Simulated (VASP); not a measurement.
Write the native input for VASP 6.6.1 that does the following.

- Task: single point
- Functional: PBE
- Potentials or basis: VASP PAW PBE potentials, release 64 (Mo_sv)
- Cutoff: 520 eV
- k mesh: 16 × 16 × 16
- Occupations: fermi-dirac, width 0.05 eV
- Spin: no spin polarisation
- Dipole correction: no
- Further INCAR settings: ALGO = Normal; EDIFF = 1e-06; NBANDS = 13; ISYM = 0

The structure of Mo lies in POSCAR:

```
Mo
1.0
   -1.5916734234      1.5916734234      1.5916734234
    1.5916734234     -1.5916734234      1.5916734234
    1.5916734234      1.5916734234     -1.5916734234
Mo
1
Direct
    0.0000000000      0.0000000000      0.0000000000
```

The input as run:

INCAR

```
SYSTEM = Mo
PREC     = Accurate       ! precision mode
ENCUT    = 520            ! plane-wave cutoff, eV
EDIFF    = 1E-6           ! SCF threshold, eV
ISMEAR   = -1             ! smearing method
SIGMA    = 0.05           ! smearing width, eV
LREAL    = .False.        ! projectors in reciprocal space
LASPH    = .True.         ! aspherical terms in the spheres
NELM     = 60             ! most SCF steps
ALGO     = Normal         ! electronic algorithm
ISIF     = 2              ! what is computed and relaxed
LWAVE    = .False.        ! write WAVECAR
LCHARG   = .True.         ! write CHGCAR
GGA      = PE             ! functional
LELF     = .True.         ! ELF
LVHAR    = .True.       
ISYM     = 0            
NBANDS   = 13             ! bands
```

KPOINTS

```
Automatic mesh
0
Gamma
  16 16 16
  0 0 0
```

Potentials or basis: VASP PAW PBE potentials, release 64 (Mo_sv).

The run is started by

```bash
$ cat potpaw_PBE.64/Mo_sv/POTCAR > POTCAR
$ mpirun -np 1 vasp_std > vasp.out
```

Results of the run:

* Pressure: -5.0 GPa
* Band gap on the k mesh: zero (band 7 reaches 15.90 eV, above the bottom of band 8 at 10.79 eV)

Run time: 3.6 min on 1 thread of Intel(R) Xeon(R) Platinum 8488C (Sapphire Rapids), with other jobs on the host, peak memory 0.5 GiB.
